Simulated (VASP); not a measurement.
Rh, 2 atoms in the cell. It takes space group P6_3/mmc (No. 194, hexagonal). The conventional cell has a = 2.690 Å, b = 2.690 Å, c = 4.362 Å, α = 90.00°, β = 90.00°, γ = 120.00°. Rh (site symmetry -6m2) has 12 Rh at 2.68 to 2.69 Å within 3.5 Å. This isn't the form of Rh at room conditions, which is fcc. This cell differs from its parent crystal: strain -0.015 along x and y, -0.015 along z.

| Quantity | Value |
| --- | --- |
| Program | VASP 6.6.1 |
| Task | single point |
| Functional | PBEsol |
| Potentials or basis | VASP PAW PBE potentials, release 64 (Rh_pv) |
| Cutoff | 520 eV |
| k mesh | 18 × 18 × 12 |
| Occupations | gaussian, width 0.15 eV |
| Spin | no spin polarisation |
| Dipole correction | no |
| Further INCAR settings | ALGO = Fast; EDIFF = 1e-06; NBANDS = 22 |

Potentials or basis: VASP PAW PBE potentials, release 64 (Rh_pv).

The run is started by

```sh
$ cat potpaw_PBE.64/Rh_pv/POTCAR > POTCAR
$ mpirun -np 1 vasp_std > vasp.out
```

Hardware: 1 thread of AMD EPYC 9R45 96-Core Processor (Zen 5) (shared host).

Task: How long does it take, and how much memory?

Result: Wall time 65 s on 1 thread of AMD EPYC 9R45 96-Core Processor (Zen 5), on a shared host, peak memory 0.2 GiB. Counts: scf iterations 13, k points 259.
